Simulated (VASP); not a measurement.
# LiNbO3 (R3c) in VASP: single point with r2SCAN

Aim: the single point of LiNbO3 with r2SCAN.

Everything below comes from runs of VASP 6.6.1. Logs are shortened: lines on timing, memory, paths and dates and some standing lists are left out, and cuts for length are marked.

## 1. The cell of the first run

Symmetry: R3c, No. 161, trigonal system. The conventional cell has a = 5.215 Å, b = 5.215 Å, c = 14.048 Å, α = 90.00°, β = 90.00°, γ = 120.00°. Nb (site symmetry 3) has 6 O at 1.90 to 2.16 Å within 2.5 Å. O (site symmetry 1) has 2 Nb at 1.90 to 2.16 Å and 2 Li at 2.08 to 2.29 Å within 2.5 Å. Li (site symmetry 3) has 6 O at 2.08 to 2.29 Å within 2.8 Å.

## 2. Single point, r2SCAN

The input, POSCAR:

```
LiNbO3
1.0
    2.6074333600      1.5054010600      4.6825260800
   -2.6074333600      1.5054010600      4.6825260800
    0.0000000000     -3.0108021100      4.6825260800
Nb O Li
2 6 2
Direct
    0.0000600000      0.0000600000      0.0000600000
    0.5000600000      0.5000600000      0.5000600000
    0.1116500000      0.3587900000      0.7208700000
    0.7208700000      0.1116500000      0.3587900000
    0.3587900000      0.7208700000      0.1116500000
    0.2208700000      0.8587900000      0.6116500000
    0.8587900000      0.6116500000      0.2208700000
    0.6116500000      0.2208700000      0.8587900000
    0.2803000000      0.2803000000      0.2803000000
    0.7803000000      0.7803000000      0.7803000000
```

The input, INCAR.step1:

```
SYSTEM = LiNbO3
PREC = Accurate
ENCUT = 520
ISMEAR = 1
SIGMA = 0.0136
LREAL = .False.
LASPH = .True.
NELM = 60
NBANDS = 45
GGA = PE
ALGO = Normal
EDIFF = 1E-4
LWAVE = .True.
LCHARG = .False.
```

The input, INCAR.step2:

```
SYSTEM = LiNbO3
PREC = Accurate
ENCUT = 520
EDIFF = 1E-6
ISMEAR = 1
SIGMA = 0.0136
LREAL = .False.
LASPH = .True.
NELM = 60
ALGO = Normal
ISIF = 2
LWAVE = .False.
LCHARG = .False.
METAGGA = R2SCAN
LMIXTAU = .True.
NBANDS = 45
ISTART = 1
```

The input, KPOINTS:

```
Automatic mesh
0
Gamma
  6 6 6
  0 0 0
```

Potentials or basis: VASP PAW PBE potentials, release 64 (Nb_sv, O, Li_sv).

Started as:

```console
$ cat potpaw_PBE.64/Nb_sv/POTCAR potpaw_PBE.64/O/POTCAR potpaw_PBE.64/Li_sv/POTCAR > POTCAR
$ cp INCAR.step1 INCAR
$ mpirun -np 1 vasp_std > vasp.out
$ cp INCAR.step2 INCAR
$ mpirun -np 1 vasp_std > vasp.out
```

OUTCAR:

```text
SYSTEM = LiNbO3
   PREC = Accurate
   ENCUT = 520
   EDIFF = 1E-6
   ISMEAR = 1
   LREAL = .False.
   LASPH = .True.
   NELM = 60
   ISIF = 2
   METAGGA = R2SCAN
   ISTART = 1

 ion  position               nearest neighbor table
   1  0.000  0.000  0.000-   3 1.90   4 1.90   5 1.90   7 2.16   6 2.16   8 2.16
   2  0.500  0.500  0.500-   7 1.90   8 1.90   6 1.90   3 2.16   5 2.16   4 2.16
   3  0.112  0.359  0.721-   1 1.90  10 2.08   2 2.16
   4  0.721  0.112  0.359-   1 1.90  10 2.08   2 2.16
   5  0.359  0.721  0.112-   1 1.90  10 2.08   2 2.16
   6  0.221  0.859  0.612-   2 1.90   9 2.08   1 2.16
   7  0.859  0.612  0.221-   2 1.90   9 2.08   1 2.16
   8  0.612  0.221  0.859-   2 1.90   9 2.08   1 2.16
   9  0.280  0.280  0.280-   6 2.08   8 2.08   7 2.08
  10  0.780  0.780  0.780-   5 2.08   4 2.08   3 2.08

  LATTYP: Found a trigonal (rhomboedric) cell.
 ALAT       =     5.5669553230
 COS(alpha) =     0.5612461310

  Lattice vectors:

 A1 = (   2.6074333600,   1.5054010600,   4.6825260800)
 A2 = (  -2.6074333600,   1.5054010600,   4.6825260800)
 A3 = (   0.0000000000,  -3.0108021100,   4.6825260800)

Analysis of symmetry for initial positions (statically):
=====================================================================
 Subroutine PRICEL returns:
 Original cell was already a primitive cell.

 Routine SETGRP: Setting up the symmetry group for a
 trigonal (rhombohedral) supercell.

 Subroutine GETGRP returns: Found  6 space group operations
 (whereof  3 operations were pure point group operations)
 out of a pool of 12 trial point group operations.

The static configuration has the point symmetry C_3 .
 The point group associated with its full space group is C_3v.

Analysis of symmetry for dynamics (positions and initial velocities):
=====================================================================
 Subroutine PRICEL returns:
 Original cell was already a primitive cell.

 Routine SETGRP: Setting up the symmetry group for a
 trigonal (rhombohedral) supercell.

 Subroutine GETGRP returns: Found  6 space group operations
 (whereof  3 operations were pure point group operations)
 out of a pool of 12 trial point group operations.

The dynamic configuration has the point symmetry C_3 .
 The point group associated with its full space group is C_3v.

 Subroutine INISYM returns: Found  6 space group operations
 (whereof  3 operations are pure point group operations),
 and found     1 'primitive' translations

----------------------------------------------------------------------------------------

                                     Primitive cell

  volume of cell :     110.2800

  direct lattice vectors                    reciprocal lattice vectors
     2.607433360  1.505401060  4.682526080     0.191759455  0.110712468  0.071186647
    -2.607433360  1.505401060  4.682526080    -0.191759455  0.110712468  0.071186647
     0.000000000 -3.010802110  4.682526080     0.000000000 -0.221424936  0.071186648

  length of vectors
     5.566955323  5.566955323  5.566954269     0.232586496  0.232586496  0.232586632

  position of ions in fractional coordinates (direct lattice)
     0.000060000  0.000060000  0.000060000
     0.500060000  0.500060000  0.500060000
     0.111650000  0.358790000  0.720870000
     0.720870000  0.111650000  0.358790000
     0.358790000  0.720870000  0.111650000
     0.220870000  0.858790000  0.611650000
     0.858790000  0.611650000  0.220870000
     0.611650000  0.220870000  0.858790000
     0.280300000  0.280300000  0.280300000
     0.780300000  0.780300000  0.780300000

  ion indices of the primitive-cell ions
   primitive index   ion index
                 1           1
                 2           2
                 3           3
                 4           4
                 5           5
                 6           6
                 7           7
                 8           8
                 9           9
                10          10

----------------------------------------------------------------------------------------

 KPOINTS: Automatic mesh

Automatic generation of k-mesh.
 Grid dimensions read from file:
 generate k-points for:    6    6    6

 Generating k-lattice:

  Cartesian coordinates                     Fractional coordinates (reciprocal lattice)
     0.031959909  0.018452078  0.011864441     0.166666667  0.000000000  0.000000000
    -0.031959909  0.018452078  0.011864441     0.000000000  0.166666667  0.000000000
     0.000000000 -0.036904156  0.011864441     0.000000000  0.000000000  0.166666667

  Length of vectors
     0.038764416  0.038764416  0.038764439

  Shift w.r.t. Gamma in fractional coordinates (k-lattice)
     0.000000000  0.000000000  0.000000000

 Subroutine IBZKPT returns following result:
 ===========================================

 Found     32 irreducible k-points:

 Following reciprocal coordinates:
            Coordinates               Weight
  0.000000  0.000000  0.000000      1.000000
  0.166667 -0.000000  0.000000      6.000000
  0.333333  0.000000  0.000000      6.000000
  0.500000  0.000000  0.000000      3.000000
  0.166667  0.166667  0.000000      6.000000
  0.333333  0.166667  0.000000     12.000000
[... 16 lines left out ...]
  0.500000  0.500000  0.166667      6.000000
 -0.333333  0.500000  0.166667     12.000000
 [... further k-points ...]
   k-points           NKPTS =     32   k-points in BZ     NKDIM =     32   number of bands    NBANDS=     45
   number of dos      NEDOS =    301   number of ions     NIONS =     10
   total plane-waves  NPLWV =  74088
   dimension x,y,z NGX =    42 NGY =   42 NGZ =   42
   dimension x,y,z NGXF=    84 NGYF=   84 NGZF=   84
   ions per type =               2   6   2
   NGX,Y,Z   is equivalent  to a cutoff of  12.54, 12.54, 12.54 a.u.
   NGXF,Y,Z  is equivalent  to a cutoff of  25.08, 25.08, 25.08 a.u.
 SYSTEM =  LiNbO3
   PREC   = accura    normal or accurate (medium, high low for compatibility)
   ISTART =      1    job   : 0-new  1-cont  2-samecut
   ICHARG =      0    charge: 1-file 2-atom 10-const
   ISPIN  =      1    spin polarized calculation?
   LNONCOLLINEAR =      F non collinear calculations
   LSORBIT =      F    spin-orbit coupling
   LASPH  =      T    aspherical Exc in radial PAW
   ENCUT  =  520.0 eV  38.22 Ry    6.18 a.u.  10.35 10.35 10.35*2*pi/ulx,y,z
   NELM   =     60;   NELMIN=  2; NELMDL=  0     # of ELM steps
   EDIFF  = 0.1E-05   stopping-criterion for ELM
   LREAL  =      F    real-space projection
   EDIFFG = 0.1E-04   stopping-criterion for IOM
   NSW    =      0    number of steps for IOM
   IBRION =     -1    ionic relax: 0-MD 1-quasi-New 2-CG
   NFREE  =      0    steps in history (QN), initial steepest desc. (CG)
   ISIF   =      2    stress and relaxation
   ISYM   =      2    0-nonsym 1-usesym 2-fastsym
   POTIM  = 0.5000    time-step for ionic-motion
   TEBEG  =    0.0;   TEEND  =   0.0 temperature during run
   PSTRESS=    0.0 pullay stress
   NELECT =      68.0000    total number of electrons
   NUPDOWN=      -1.0000    fix difference up-down
   EMIN   =  10.00;   EMAX   =-10.00  energy-range for DOS
   EFERMI =   0.00;   METHOD = LEGACY
   ISMEAR =     1;   SIGMA  =   0.01  broadening in eV -4-tet -1-fermi 0-gaus
   EFERMI_NEDOS =   21; number of points for ismear=-14 and -15
   IALGO  =     38    algorithm
   IMIX   =      4    mixing-type and parameters
     AMIX     =   0.40;   BMIX     =  1.00
     AMIX_MAG =   1.60;   BMIX_MAG =  1.00
  volume/ion in A,a.u.               =      11.03        74.42
  Fermi-wavevector in a.u.,A,eV,Ry     =   1.393410  2.633163 26.416945  1.941591
  Thomas-Fermi vector in A             =   2.517059
   LORBIT       =      0    0 simple, 1 ext, 2 COOP (PROOUT), +10 PAW based schemes
   METAGGA = R2SCAN    functional components
   LHFCALC =     F    Hartree Fock is set to
   AEXX    =    0.0000 exact exchange contribution
   IVDW    =     0    specifies the selected vdW correction
   LEPSILON=     F    determine dielectric tensor
   LRPA    =     F    only Hartree local field effects (RPA)
 non-spin polarized calculation
 Methfessel and Paxton  Order N= 1 SIGMA  =   0.01
  energy-cutoff  :      520.00
  volume of cell :      110.28
 maximum number of plane-waves:      2988
 NGX is ok and might be reduce to    42
   NGX = 21   NGY = 21   NGZ = 21

 number of electron      68.0000001 magnetization

 Free energy of the ion-electron system (eV)
  ---------------------------------------------------
  ext. energy  EPLUGINS =         0.00000000
  ---------------------------------------------------
  free energy    TOTEN  =      -118.55380973 eV

  energy without entropy =     -118.55380973  energy(sigma->0) =     -118.55380973

 E-fermi :   2.9414     XC(G=0): -11.2773

 val. band max:        2.8583864431   @ k =   0.1667   0.1667   0.1667
 cond. band min:       6.6776196722   @ k =   0.5000   0.3333  -0.0000
 fundamental gap:      3.8192332291
 Fermi energy:         2.9414016146

 k-point     1 :       0.0000    0.0000    0.0000
  band No.  band energies     occupation
      1     -53.2027      2.00000
      2     -53.1889      2.00000
      3     -41.1095      2.00000
      4     -41.1074      2.00000
      5     -28.7166      2.00000
      6     -28.7166      2.00000
[... 37 lines left out ...]
     44      13.0276      0.00000
     45      13.0276      0.00000

 k-point     2 :       0.1667   -0.0000    0.0000
  band No.  band energies     occupation
      1     -53.2018      2.00000
      2     -53.1898      2.00000
      3     -41.1094      2.00000
      4     -41.1076      2.00000
      5     -28.7081      2.00000
      6     -28.7069      2.00000
[... 37 lines left out ...]
     44      12.9093      0.00000
     45      12.9501      0.00000

 k-point     3 :       0.3333    0.0000    0.0000
  band No.  band energies     occupation
      1     -53.1992      2.00000
      2     -53.1923      2.00000
      3     -41.1090      2.00000
      4     -41.1080      2.00000
      5     -28.6835      2.00000
      6     -28.6799      2.00000
[... 37 lines left out ...]
     44      12.6435      0.00000
     45      12.7473      0.00000

 k-point     4 :       0.5000    0.0000    0.0000
  band No.  band energies     occupation
      1     -53.1958      2.00000
      2     -53.1958      2.00000
      3     -41.1085      2.00000
      4     -41.1085      2.00000
      5     -28.6466      2.00000
      6     -28.6466      2.00000
[... 901 lines left out ...]
     44      12.6941      0.00000
     45      13.0064      0.00000

 k-point    23 :       0.5000    0.5000    0.1667
  band No.  band energies     occupation
      1     -53.1978      2.00000
      2     -53.1938      2.00000
      3     -41.1088      2.00000
      4     -41.1082      2.00000
      5     -28.7148      2.00000
      6     -28.7062      2.00000
[... 37 lines left out ...]
     44      12.7516      0.00000
     45      13.2871      0.00000

 k-point    24 :      -0.3333    0.5000    0.1667
  band No.  band energies     occupation
      1     -53.1969      2.00000
      2     -53.1946      2.00000
      3     -41.1087      2.00000
      4     -41.1083      2.00000
      5     -28.7178      2.00000
      6     -28.7163      2.00000
[... 37 lines left out ...]
     44      12.6515      0.00000
     45      13.7019      0.00000

 [... further k-points ...]

------------------------ aborting loop because EDIFF is reached ----------------------------------------

  FORCE on cell =-STRESS in cart. coord.  units (eV):
  Direction    XX          YY          ZZ          XY          YZ          ZX
  --------------------------------------------------------------------------------------
  -------------------------------------------------------------------------------------
  Total       -5.3018363     -5.3018272     -4.6319133      0.0000000     -0.0000000      0.0000000
  in kB      -77.0264718    -77.0263392    -67.2936544      0.0000000     -0.0000000      0.0000000
  external PRESSURE =     -73.7821552 kB  Pullay stress =       0.0000000 kB

 VOLUME and BASIS-vectors are now :
 -----------------------------------------------------------------------------
  energy-cutoff  :      520.00
  volume of cell :      110.28
      direct lattice vectors                 reciprocal lattice vectors
     2.607433360  1.505401060  4.682526080     0.191759455  0.110712468  0.071186647
    -2.607433360  1.505401060  4.682526080    -0.191759455  0.110712468  0.071186647
     0.000000000 -3.010802110  4.682526080     0.000000000 -0.221424936  0.071186648

 POSITION                                       TOTAL-FORCE (eV/Angst)
 -----------------------------------------------------------------------------------
      0.00000      0.00000      0.00084         0.000000      0.000000      0.320971
      0.00000      0.00000      7.02463         0.000000      0.000000      0.320971
     -0.64440     -1.46220      5.57834         0.215949     -0.287536     -0.121420
      1.58850      0.17303      5.57834         0.141039      0.330785     -0.121420
     -0.94410      1.28917      5.57834        -0.356988     -0.043249     -0.121420
     -1.66333     -0.21624      7.91960         0.356988     -0.043249     -0.121420
      0.64440      1.54861      7.91960        -0.215949     -0.287536     -0.121420
      1.01893     -1.33237      7.91960        -0.141039      0.330785     -0.121420
      0.00000      0.00000      3.93754         0.000000      0.000000      0.043290
      0.00000      0.00000     10.96133         0.000000      0.000000      0.043290
 -----------------------------------------------------------------------------------
    total drift:                               -0.000000      0.000061     -0.022150

  FREE ENERGIE OF THE ION-ELECTRON SYSTEM (eV)
  ---------------------------------------------------
  free  energy   TOTEN  =      -118.5538097339 eV

  energy  without entropy=     -118.5538097339  energy(sigma->0) =     -118.55380973
```

Wall time 13 min (1 thread of Intel Xeon Platinum 8375C at 2.90GHz (Ice Lake), shared host); peak memory 0.35 GiB.

What came out:

* Free energy: -118.5538 eV
* Largest force: 0.380 eV/Å
* Band gap on the k mesh: 3.82 eV (least direct gap 3.83 eV)

Forces in eV/Å, atoms in the order of the input:
```
Nb   0.000  0.000  0.321
Nb   0.000  0.000  0.321
O    0.216 -0.288 -0.121
O    0.141  0.331 -0.121
O   -0.357 -0.043 -0.121
O    0.357 -0.043 -0.121
O   -0.216 -0.288 -0.121
O   -0.141  0.331 -0.121
Li   0.000  0.000  0.043
Li   0.000  0.000  0.043
```

Caveat: the cutoff is under 1.25 times the usual one of these potentials, so pressure, stress and relaxed cells hold a basis-set (Pulay) error; the PAW data sets were made with another functional, which shifts forces and pressure a little. A k mesh can miss the band edges.
